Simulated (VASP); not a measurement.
Input of a VASP 6.6.1 run:

The input POSCAR:

```
Nb
1.0
    2.8259633301      0.0000000000      0.0000000000
   -1.4129816650      2.4473560340      0.0000000000
    0.0000000000      0.0000000000      5.3220309225
Nb
2
Direct
    0.3333333333      0.6666666667      0.2500000000
    0.6666666667      0.3333333333      0.7500000000
```

File INCAR.step1:

```
SYSTEM = Nb
  PREC = Accurate
  ENCUT = 600
  ISMEAR = 0
  SIGMA = 0.1
  LREAL = .FALSE.
  LASPH = .TRUE.
  NELM = 80
  GGA = PE
  ALGO = Normal
  EDIFF = 1E-4
  LWAVE = .TRUE.
  LCHARG = .FALSE.
```

File INCAR.step2:

```
SYSTEM = Nb
  PREC = Accurate
  ENCUT = 600
  EDIFF = 1E-7
  ISMEAR = 0
  SIGMA = 0.1
  LREAL = .FALSE.
  LASPH = .TRUE.
  NELM = 80
  ALGO = Normal
  ISIF = 3
  LWAVE = .FALSE.
  LCHARG = .FALSE.
  METAGGA = R2SCAN
  LMIXTAU = .TRUE.
  IBRION = 2
  NSW = 90
  EDIFFG = -0.04
  ISTART = 1
```

KPOINTS

```
regular mesh
0
G
  9 9 4
  0 0 0
```

Potentials or basis: VASP PAW PBE potentials, release 64 (Nb_sv).

Run with:

```sh
$ cat potpaw_PBE.64/Nb_sv/POTCAR > POTCAR
$ cp INCAR.step1 INCAR
$ mpirun -np 1 vasp_std > vasp.out
$ cp INCAR.step2 INCAR
$ mpirun -np 1 vasp_std > vasp.out
```

Q: Predict the relaxed volume.

A: 18.52 Å³/atom.

Q: Estimate the relaxed cell.

A: a = 2.839 Å, b = 2.839 Å, c = 5.308 Å, α = 90.00°, β = 90.00°, γ = 120.00°.

Q: What does it give for the band gap on the k mesh?

A: Zero (bands 13 and 14 overlap by 2.69 eV).

Q: Estimate the space group after relaxing (to 0.1 Å).

A: P6_3/mmc (No. 194).

The path:
| step | energy change (eV) | largest force (eV/Å) | pressure (GPa) | volume (Å³) |
| --- | --- | --- | --- | --- |
| 1 | 0.0000 | 0.0000 | 1.06 | 36.81 |
| 2 | 0.0009 | 0.0000 | -1.81 | 37.46 |
| 3 | -0.0012 | 0.0000 | -0.18 | 37.08 |
| 4 | -0.0015 | 0.0000 | -0.01 | 37.04 |

Caveat: the PAW data sets were made with another functional, which shifts forces and pressure a little.
